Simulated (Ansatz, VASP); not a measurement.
## One calculation of Rh, two programs

The input INCAR:

```
PREC = Accurate ; ENCUT = 520
EDIFF = 1E-8 ; ISMEAR = -1
SIGMA = 0.08 ; LREAL = F
LASPH = T ; NELM = 60
ALGO = Normal ; ISIF = 2
LWAVE = F ; LCHARG = F
GGA = PS ; LEFG = T
NBANDS = 14
```

File KPOINTS:

```
regular mesh
0
Gamma
  16 16 16
```

POSCAR

```
Rh
1.0
    0.0000000000      1.9015500000      1.9395810000
    1.9015500000      0.0000000000      1.9395810000
    1.9015500000      1.9015500000      0.0000000000
Rh
1
Direct
    0.0000000000      0.0000000000      0.0000000000
```

Input for Ansatz:

```yaml
crystal:
  lattice:
    - [0.0, 1.90155, 1.939581]
    - [1.90155, 0.0, 1.939581]
    - [1.90155, 1.90155, 0.0]
  atoms:
    - { symbol: Rh, position: [0.0, 0.0, 0.0] }
kpoints:
  mp_grid: { grid: [16, 16, 16] }
scf:
  occupations: { method: fermi_dirac, width: 0.08 }
hamiltonian:
  xc: pbesol
  pseudopotentials: { kind: all_electron, datasets: crystal }
output:
  forces: true
  stress: true
  eigenvalues: true
  efg: { contact_densities: true }
```

Change from the starting cell: zz strain of +2 %, crystal datasets.

Alike in both runs: task electric field gradients; functional PBEsol; k mesh 16 × 16 × 16; occupations fermi-dirac, width 0.08 eV; no spin polarisation.

|  | VASP | Ansatz |
| --- | --- | --- |
| version | VASP 6.6.1 | Ansatz 0.2.0 |
| potentials or method | VASP PAW PBE potentials, release 64 (Rh_pv), cutoff 520 eV | all-electron PAW with datasets made for the crystal, scalar-relativistic |

VASP gave:

```
pressure (GPa)                                                : -9.9
traceless stress, the component that is largest in VASP (GPa) : -3.05
size of Vzz on the site where it differs most (V/Å²)          : 1.6
```

Task: Which values does Ansatz return?

Result: Pressure (GPa): -9.9; traceless stress, the component that is largest in VASP (GPa): -3.07; size of Vzz on the site where it differs most (V/Å²): 1.9.

VASP's potentials were made for PBE, not for PBEsol. Ansatz ran all-electron here, and VASP with PAW potentials.
